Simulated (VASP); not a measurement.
## BaHfO3: single point with PBEsol

The system is BaHfO3.

```
CELL_PARAMETERS angstrom
8.31399 0.00000 0.00000
0.00000 8.31399 0.00000
0.00000 0.00000 8.31399
ATOMIC_POSITIONS crystal
Ba 0.99941 0.00005 0.99979
Ba 0.99941 0.00005 0.49980
Ba 0.99942 0.50005 0.99980
Ba 0.99941 0.50005 0.49979
Ba 0.49940 0.00005 0.99980
Ba 0.49941 0.00006 0.49980
Ba 0.49941 0.50006 0.99979
Ba 0.49939 0.50005 0.49980
Hf 0.24939 0.25003 0.24978
Hf 0.24940 0.25002 0.74978
Hf 0.24939 0.75004 0.24977
Hf 0.24940 0.75002 0.74977
Hf 0.74939 0.25004 0.24977
Hf 0.74940 0.25003 0.74977
Hf 0.74939 0.75004 0.24977
Hf 0.74940 0.75003 0.74977
O 0.24950 0.25170 0.99975
O 0.24926 0.24828 0.49975
O 0.24938 0.74828 0.99975
O 0.24938 0.75169 0.49975
O 0.74925 0.24781 0.99974
O 0.74951 0.25218 0.49975
O 0.74938 0.75218 0.99975
O 0.74938 0.74781 0.49975
O 0.99939 0.24943 0.24961
O 0.99939 0.25014 0.74984
O 0.99939 0.75057 0.24972
O 0.99939 0.74982 0.74973
O 0.49939 0.25058 0.24985
O 0.49939 0.24981 0.74960
O 0.49939 0.74943 0.24972
O 0.49939 0.75014 0.74972
O 0.24995 0.00002 0.24803
O 0.24922 0.00001 0.75144
O 0.24881 0.50001 0.25144
O 0.24954 0.50001 0.74803
O 0.74882 0.00002 0.25192
O 0.74954 0.00000 0.74754
O 0.74995 0.50002 0.24755
O 0.74923 0.50001 0.75193
```

- Program: VASP 6.6.1
- Task: single point
- Functional: PBEsol
- Potentials or basis: VASP PAW PBE potentials, release 64 (Ba_sv, Hf_pv, O)
- Cutoff: 600 eV
- k mesh: 1 × 1 × 1, shifted
- Occupations: fermi-dirac, width 0.05 eV
- Spin: no spin polarisation

The pressure is -0.5 GPa. The largest force is 0.007 eV/Å. The band gap on the k mesh is 4.35 eV.

Forces in eV/Å, atoms in the order of the input:
```
Ba   0.000 -0.001  0.000
Ba   0.000 -0.001 -0.001
Ba   0.000 -0.001 -0.001
Ba   0.000 -0.001  0.000
Ba   0.000 -0.001 -0.001
Ba  -0.001 -0.001  0.000
Ba  -0.001 -0.001  0.000
Ba   0.001  0.000 -0.001
Hf   0.003 -0.001  0.000
Hf   0.002 -0.001  0.000
Hf   0.003 -0.001  0.000
Hf   0.002  0.000  0.000
Hf   0.003 -0.001  0.000
Hf   0.003 -0.001  0.000
Hf   0.003 -0.001  0.000
Hf   0.003 -0.001  0.000
O    0.000 -0.001  0.000
O    0.001  0.002  0.001
O    0.000  0.002  0.001
O    0.000  0.000  0.001
O    0.000  0.006  0.001
O   -0.001 -0.005  0.000
O    0.000 -0.004  0.000
O    0.000  0.006  0.000
O   -0.002  0.001  0.000
O   -0.003  0.002  0.000
O   -0.002  0.000  0.000
O   -0.003  0.000 -0.001
O   -0.002  0.000  0.000
O   -0.002  0.000 -0.001
O   -0.002  0.001 -0.001
O   -0.002  0.002  0.000
O   -0.002  0.000  0.003
O   -0.001  0.000 -0.001
O    0.001  0.000 -0.002
O    0.000  0.000  0.003
O    0.002  0.000 -0.004
O    0.001  0.001  0.006
O   -0.002  0.000  0.005
O   -0.001 -0.001 -0.005
```

Levels at points of the mesh, in eV from the valence-band top:
| k point | band 150 | band 151 | band 152 | band 153 | band 154 | band 155 |
| --- | --- | --- | --- | --- | --- | --- |
| (0.25, 0.25, 0.25) | -0.07 | -0.07 | 0.00 | 4.35 | 4.35 | 4.44 |

It took 28 min on 1 thread of Oxide Virtual Turin-like Processor, on a shared host, peak memory 0.85 GiB.

Caveat: the PAW data sets were made with another functional, which shifts forces and pressure a little; spin-orbit coupling is left out, which moves the levels of the heavy elements; a shifted mesh leaves out Γ, where band edges can lie. A k mesh can miss the band edges.
